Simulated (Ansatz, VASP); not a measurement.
# HfC in VASP and in Ansatz

File INCAR:

```
SYSTEM = HfC
PREC = Accurate ; ENCUT = 520
EDIFF = 1E-8 ; ISMEAR = -1
SIGMA = 0.05 ; LREAL = .False.
LASPH = .True. ; NELM = 80
ALGO = Normal ; ISIF = 2
LWAVE = .False. ; LCHARG = .False.
GGA = PE ; LEFG = .True.
NBANDS = 14
```

Contents of KPOINTS:

```
regular mesh
0
Gamma
  15 15 15
  0 0 0
```

POSCAR

```
HfC
1.0
    0.0000000000      2.3250000000      2.3250000000
    2.3250000000      0.0000000000      2.3250000000
    2.3250000000      2.3250000000      0.0000000000
Hf C
1 1
Direct
    0.5000000000      0.5000000000      0.5000000000
    0.0000000000      0.0000000000      0.0000000000
```

Input for Ansatz:

```yaml
crystal:
  lattice:
    - [0.0, 2.325, 2.325]
    - [2.325, 0.0, 2.325]
    - [2.325, 2.325, 0.0]
  atoms:
    - { symbol: Hf, position: [0.5, 0.5, 0.5] }
    - { symbol: C, position: [0.0, 0.0, 0.0] }
kpoints:
  mp_grid: { grid: [15, 15, 15] }
scf:
  occupations: { method: fermi_dirac, width: 0.05 }
hamiltonian:
  xc: pbe
  pseudopotentials: { kind: all_electron, datasets: crystal, nuclear_model: point }
output:
  forces: true
  stress: true
  eigenvalues: true
  efg: { contact_densities: true }
```

Alike in both runs: task electric field gradients; functional PBE; k mesh 15 × 15 × 15; occupations fermi-dirac, width 0.05 eV; no spin polarisation.

```csv
,VASP,Ansatz
version,VASP 6.6.1,Ansatz 0.2.0
potentials or method,"VASP PAW PBE potentials, release 64 (Hf_pv, C), cutoff 520 eV","all-electron PAW with datasets made for the crystal, scalar-relativistic"
```

```tsv
	VASP	Ansatz	Ansatz less VASP
pressure (GPa)	-0.4	0.2	+0.69
```

Ansatz ran all-electron here, and VASP with PAW potentials.

Neither program's run includes spin-orbit coupling.
